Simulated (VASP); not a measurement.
# NaH (Fm-3m) in VASP: further runs

The runs below take NaH through density of states, vibrations by perturbation theory, elastic constants, with PBE.

Program: VASP 6.6.1. These are calculated values, not measurements. Logs are shortened: lines on timing, memory, paths and dates and some standing lists are left out, and cuts for length are marked.

## (1) The cell of the first run

It takes space group Fm-3m (No. 225, cubic). The conventional cell has a = 4.832 Å, b = 4.832 Å, c = 4.832 Å, α = 90.00°, β = 90.00°, γ = 90.00°. Within 3.2 Å of Na (site symmetry m-3m) lie 6 H at 2.42 Å. H (site symmetry m-3m) has 6 Na at 2.42 Å within 3.2 Å.

## (2) Density of states, PBE

Contents of POSCAR:

```
NaH
1.0
    0.0000000000      2.4157897303      2.4157897303
    2.4157897303      0.0000000000      2.4157897303
    2.4157897303      2.4157897303      0.0000000000
Na H
1 1
Direct
    0.5000000000      0.5000000000      0.5000000000
    0.0000000000      0.0000000000      0.0000000000
```

Contents of INCAR.step1:

```
SYSTEM = NaH
PREC     = Accurate       ! precision mode
ENCUT    = 520            ! plane-wave cutoff, eV
EDIFF    = 1E-6           ! SCF threshold, eV
ISMEAR   = 0              ! smearing method
SIGMA    = 0.02           ! smearing width, eV
LREAL    = .FALSE.        ! projectors in reciprocal space
LASPH    = .TRUE.         ! aspherical terms in the spheres
NELM     = 100            ! most SCF steps
ALGO     = Normal         ! electronic algorithm
ISIF     = 2              ! what is computed and relaxed
LWAVE    = .FALSE.        ! write WAVECAR
LCHARG   = .TRUE.         ! write CHGCAR
GGA      = PE             ! functional
NBANDS   = 11             ! bands
```

Contents of KPOINTS.step1:

```
Automatic mesh
0
G
  8 8 8
  0 0 0
```

Contents of INCAR.step2:

```
SYSTEM = NaH
PREC     = Accurate       ! precision mode
ENCUT    = 520            ! plane-wave cutoff, eV
EDIFF    = 1E-6           ! SCF threshold, eV
ISMEAR   = -5             ! smearing method
SIGMA    = 0.02           ! smearing width, eV
LREAL    = .FALSE.        ! projectors in reciprocal space
LASPH    = .TRUE.         ! aspherical terms in the spheres
NELM     = 100            ! most SCF steps
ALGO     = Normal         ! electronic algorithm
ISIF     = 2              ! what is computed and relaxed
LWAVE    = .FALSE.        ! write WAVECAR
LCHARG   = .FALSE.        ! write CHGCAR
GGA      = PE             ! functional
LORBIT   = 10             ! projections on sites
NEDOS    = 2001           ! points of the DOS
ICHARG   = 11             ! starting density
```

Contents of KPOINTS.step2:

```
Automatic mesh
0
G
  12 12 12
  0 0 0
```

Potentials or basis: VASP PAW PBE potentials, release 64 (Na_pv, H).

Run with:

```console
cat potpaw_PBE.64/Na_pv/POTCAR potpaw_PBE.64/H/POTCAR > POTCAR
cp INCAR.step1 INCAR
cp KPOINTS.step1 KPOINTS
mpirun -np 1 vasp_std > vasp.out
cp INCAR.step2 INCAR
cp KPOINTS.step2 KPOINTS
mpirun -np 1 vasp_std > vasp.out
```

OUTCAR:

```text
SYSTEM = NaH
   PREC = Accurate
   ENCUT = 520
   EDIFF = 1E-6
   ISMEAR = -5
   LREAL = .FALSE.
   LASPH = .TRUE.
   NELM = 100
   ISIF = 2
   GGA = PE
   LORBIT = 10
   ICHARG = 11

 ion  position               nearest neighbor table
   1  0.500  0.500  0.500-
   2  0.000  0.000  0.000-

  LATTYP: Found a face centered cubic cell.
 ALAT       =     4.8315794606

  Lattice vectors:

 A1 = (   0.0000000000,   2.4157897303,   2.4157897303)
 A2 = (   2.4157897303,   0.0000000000,   2.4157897303)
 A3 = (   2.4157897303,   2.4157897303,   0.0000000000)

Analysis of symmetry for initial positions (statically):
=====================================================================
 Subroutine PRICEL returns:
 Original cell was already a primitive cell.

 Routine SETGRP: Setting up the symmetry group for a
 face centered cubic supercell.

 Subroutine GETGRP returns: Found 48 space group operations
 (whereof 48 operations were pure point group operations)
 out of a pool of 48 trial point group operations.

The static configuration has the point symmetry O_h .

Analysis of symmetry for dynamics (positions and initial velocities):
=====================================================================
 Subroutine PRICEL returns:
 Original cell was already a primitive cell.

 Routine SETGRP: Setting up the symmetry group for a
 face centered cubic supercell.

 Subroutine GETGRP returns: Found 48 space group operations
 (whereof 48 operations were pure point group operations)
 out of a pool of 48 trial point group operations.

The dynamic configuration has the point symmetry O_h .

 Subroutine INISYM returns: Found 48 space group operations
 (whereof 48 operations are pure point group operations),
 and found     1 'primitive' translations

----------------------------------------------------------------------------------------

                                     Primitive cell

  volume of cell :      28.1973

  direct lattice vectors                    reciprocal lattice vectors
     0.000000000  2.415789730  2.415789730    -0.206971656  0.206971656  0.206971656
     2.415789730  0.000000000  2.415789730     0.206971656 -0.206971656  0.206971656
     2.415789730  2.415789730  0.000000000     0.206971656  0.206971656 -0.206971656

  length of vectors
     3.416442600  3.416442600  3.416442600     0.358485423  0.358485423  0.358485423

  position of ions in fractional coordinates (direct lattice)
     0.500000000  0.500000000  0.500000000
     0.000000000  0.000000000  0.000000000

  ion indices of the primitive-cell ions
   primitive index   ion index
                 1           1
                 2           2

----------------------------------------------------------------------------------------

 KPOINTS: Automatic mesh

Automatic generation of k-mesh.
 Grid dimensions read from file:
 generate k-points for:   12   12   12

 Generating k-lattice:

  Cartesian coordinates                     Fractional coordinates (reciprocal lattice)
    -0.017247638  0.017247638  0.017247638     0.083333333  0.000000000  0.000000000
     0.017247638 -0.017247638  0.017247638     0.000000000  0.083333333  0.000000000
     0.017247638  0.017247638 -0.017247638     0.000000000  0.000000000  0.083333333

  Length of vectors
     0.029873785  0.029873785  0.029873785

  Shift w.r.t. Gamma in fractional coordinates (k-lattice)
     0.000000000  0.000000000  0.000000000

 TETIRR: Found    247 inequivalent tetrahedra from    10368

 Subroutine IBZKPT returns following result:
 ===========================================

 Found     72 irreducible k-points:

 Following reciprocal coordinates:
            Coordinates               Weight
  0.000000  0.000000  0.000000      1.000000
  0.083333  0.000000  0.000000      8.000000
  0.166667  0.000000  0.000000      8.000000
  0.250000  0.000000  0.000000      8.000000
  0.333333  0.000000  0.000000      8.000000
  0.416667  0.000000  0.000000      8.000000
[... 16 lines left out ...]
  0.500000  0.166667  0.000000     24.000000
 -0.416667  0.166667  0.000000     24.000000
 [... further k-points ...]
   k-points           NKPTS =     72   k-points in BZ     NKDIM =     72   number of bands    NBANDS=      8
   number of dos      NEDOS =   2001   number of ions     NIONS =      2
   total plane-waves  NPLWV =  21952
   dimension x,y,z NGX =    28 NGY =   28 NGZ =   28
   dimension x,y,z NGXF=    56 NGYF=   56 NGZF=   56
   ions per type =               1   1
   NGX,Y,Z   is equivalent  to a cutoff of  13.62, 13.62, 13.62 a.u.
   NGXF,Y,Z  is equivalent  to a cutoff of  27.25, 27.25, 27.25 a.u.
 SYSTEM =  NaH
   PREC   = accura    normal or accurate (medium, high low for compatibility)
   ISTART =      0    job   : 0-new  1-cont  2-samecut
   ICHARG =     11    charge: 1-file 2-atom 10-const
   ISPIN  =      1    spin polarized calculation?
   LNONCOLLINEAR =      F non collinear calculations
   LSORBIT =      F    spin-orbit coupling
   LASPH  =      T    aspherical Exc in radial PAW
   ENCUT  =  520.0 eV  38.22 Ry    6.18 a.u.   6.35  6.35  6.35*2*pi/ulx,y,z
   NELM   =    100;   NELMIN=  2; NELMDL=  0     # of ELM steps
   EDIFF  = 0.1E-05   stopping-criterion for ELM
   LREAL  =      F    real-space projection
   EDIFFG = 0.1E-04   stopping-criterion for IOM
   NSW    =      0    number of steps for IOM
   IBRION =     -1    ionic relax: 0-MD 1-quasi-New 2-CG
   NFREE  =      0    steps in history (QN), initial steepest desc. (CG)
   ISIF   =      2    stress and relaxation
   ISYM   =      2    0-nonsym 1-usesym 2-fastsym
   POTIM  = 0.5000    time-step for ionic-motion
   TEBEG  =    0.0;   TEEND  =   0.0 temperature during run
   PSTRESS=    0.0 pullay stress
   NELECT =       8.0000    total number of electrons
   NUPDOWN=      -1.0000    fix difference up-down
   EMIN   =  10.00;   EMAX   =-10.00  energy-range for DOS
   EFERMI =   0.00;   METHOD = LEGACY
   ISMEAR =    -5;   SIGMA  =   0.02  broadening in eV -4-tet -1-fermi 0-gaus
   EFERMI_NEDOS =   21; number of points for ismear=-14 and -15
   IALGO  =     38    algorithm
   IMIX   =      4    mixing-type and parameters
     AMIX     =   0.40;   BMIX     =  1.00
     AMIX_MAG =   1.60;   BMIX_MAG =  1.00
  volume/ion in A,a.u.               =      14.10        95.14
  Fermi-wavevector in a.u.,A,eV,Ry     =   1.075728  2.032831 15.744528  1.157190
  Thomas-Fermi vector in A             =   2.211592
   LORBIT       =     10    0 simple, 1 ext, 2 COOP (PROOUT), +10 PAW based schemes
   GGA     = PE    functional components
   LHFCALC =     F    Hartree Fock is set to
   AEXX    =    0.0000 exact exchange contribution
   IVDW    =     0    specifies the selected vdW correction
   LEPSILON=     F    determine dielectric tensor
   LRPA    =     F    only Hartree local field effects (RPA)
 non-spin polarized calculation
 Fermi weights with tetrahedron method with Bloechl corrections
  energy-cutoff  :      520.00
  volume of cell :       28.20
 maximum number of plane-waves:       769
 NGX is ok and might be reduce to    28

 number of electron       7.9999998 magnetization

 Free energy of the ion-electron system (eV)
  ---------------------------------------------------
  ext. energy  EPLUGINS =         0.00000000
  ---------------------------------------------------
  free energy    TOTEN  =        -5.08761614 eV

  energy without entropy =       -5.08761614  energy(sigma->0) =       -5.08761614

 E-fermi :  -1.1110     XC(G=0):  -7.7718

 val. band max:       -1.1117621310   @ k =  -0.2500   0.5000   0.2500
 cond. band min:       2.6495138815   @ k =   0.5000   0.0000   0.0000
 fundamental gap:      3.7612760125
 Fermi energy:        -1.1109687917

 k-point     1 :       0.0000    0.0000    0.0000
  band No.  band energies     occupation
      1     -23.2130      2.00000
      2     -23.2130      2.00000
      3     -23.2130      2.00000
      4      -4.7310      2.00000
      5       9.3116      0.00000
      6      14.4948      0.00000
      7      14.4948      0.00000
      8      14.4948      0.00000

 k-point     2 :       0.0833    0.0000    0.0000
  band No.  band energies     occupation
      1     -23.2194      2.00000
      2     -23.2138      2.00000
      3     -23.2138      2.00000
      4      -4.6109      2.00000
      5       8.9227      0.00000
      6      12.7276      0.00000
      7      14.0044      0.00000
      8      14.0044      0.00000

 k-point     3 :       0.1667    0.0000    0.0000
  band No.  band energies     occupation
      1     -23.2368      2.00000
      2     -23.2159      2.00000
      3     -23.2159      2.00000
      4      -4.2584      2.00000
      5       7.7577      0.00000
      6      11.2354      0.00000
      7      13.3853      0.00000
      8      13.3853      0.00000

 k-point     4 :       0.2500    0.0000    0.0000
  band No.  band energies     occupation
      1     -23.2603      2.00000
      2     -23.2187      2.00000
      3     -23.2187      2.00000
      4      -3.7000      2.00000
      5       6.1153      0.00000
      6      10.4173      0.00000
      7      12.8948      0.00000
      8      12.8948      0.00000

 k-point     5 :       0.3333    0.0000    0.0000
  band No.  band energies     occupation
      1     -23.2836      2.00000
      2     -23.2215      2.00000
      3     -23.2215      2.00000
      4      -2.9967      2.00000
      5       4.4772      0.00000
      6       9.9733      0.00000
      7      12.5484      0.00000
      8      12.5484      0.00000
[... 177 lines left out ...]
 k-point    22 :       0.4167    0.1667    0.0000
  band No.  band energies     occupation
      1     -23.2863      2.00000
      2     -23.2328      2.00000
      3     -23.2295      2.00000
      4      -2.4424      2.00000
      5       4.2717      0.00000
      6       8.0818      0.00000
      7      11.0053      0.00000
      8      12.5629      0.00000

 k-point    23 :       0.5000    0.1667    0.0000
  band No.  band energies     occupation
      1     -23.2962      2.00000
      2     -23.2375      2.00000
      3     -23.2295      2.00000
      4      -1.8751      2.00000
      5       3.3271      0.00000
      6       7.6236      0.00000
      7      11.1255      0.00000
      8      12.3343      0.00000

 k-point    24 :      -0.4167    0.1667    0.0000
  band No.  band energies     occupation
      1     -23.2971      2.00000
      2     -23.2405      2.00000
      3     -23.2276      2.00000
      4      -1.7727      2.00000
      5       3.1821      0.00000
      6       7.3778      0.00000
      7      11.4563      0.00000
      8      12.3419      0.00000

 [... further k-points ...]

------------------------ aborting loop because EDIFF is reached ----------------------------------------

  FORCE on cell =-STRESS in cart. coord.  units (eV):
  Direction    XX          YY          ZZ          XY          YZ          ZX
  --------------------------------------------------------------------------------------
  -------------------------------------------------------------------------------------
  Total       -0.0045150     -0.0045150     -0.0045150      0.0000000      0.0000000      0.0000000
  in kB       -0.2565416     -0.2565416     -0.2565416      0.0000000      0.0000000      0.0000000
  external PRESSURE =      -0.2565416 kB  Pullay stress =       0.0000000 kB

 VOLUME and BASIS-vectors are now :
 -----------------------------------------------------------------------------
  energy-cutoff  :      520.00
  volume of cell :       28.20
      direct lattice vectors                 reciprocal lattice vectors
     0.000000000  2.415789730  2.415789730    -0.206971656  0.206971656  0.206971656
     2.415789730  0.000000000  2.415789730     0.206971656 -0.206971656  0.206971656
     2.415789730  2.415789730  0.000000000     0.206971656  0.206971656 -0.206971656

 POSITION                                       TOTAL-FORCE (eV/Angst)
 -----------------------------------------------------------------------------------
      2.41579      2.41579      2.41579         0.000000      0.000000      0.000000
      0.00000      0.00000      0.00000        -0.000000     -0.000000      0.000000
 -----------------------------------------------------------------------------------
    total drift:                                0.000000      0.000000      0.000000

  FREE ENERGIE OF THE ION-ELECTRON SYSTEM (eV)
  ---------------------------------------------------
  free  energy   TOTEN  =        -5.0876161408 eV

  energy  without entropy=       -5.0876161408  energy(sigma->0) =       -5.08761614

 total charge

# of ion       s       p       d       tot
------------------------------------------
    1        0.061   5.987   0.000   6.048
    2        0.515   0.001   0.000   0.516
--------------------------------------------------
tot          0.576   5.988   0.000   6.563
```

Run time: 38 s. Hardware: 1 thread of AMD EPYC 7R43 (Zen 3), shared host; peak memory 0.11 GiB.

Results:

* Valence electrons inside the program's atomic spheres: Na 6.05; H 0.52

(Part 1 of 2 ends here.)
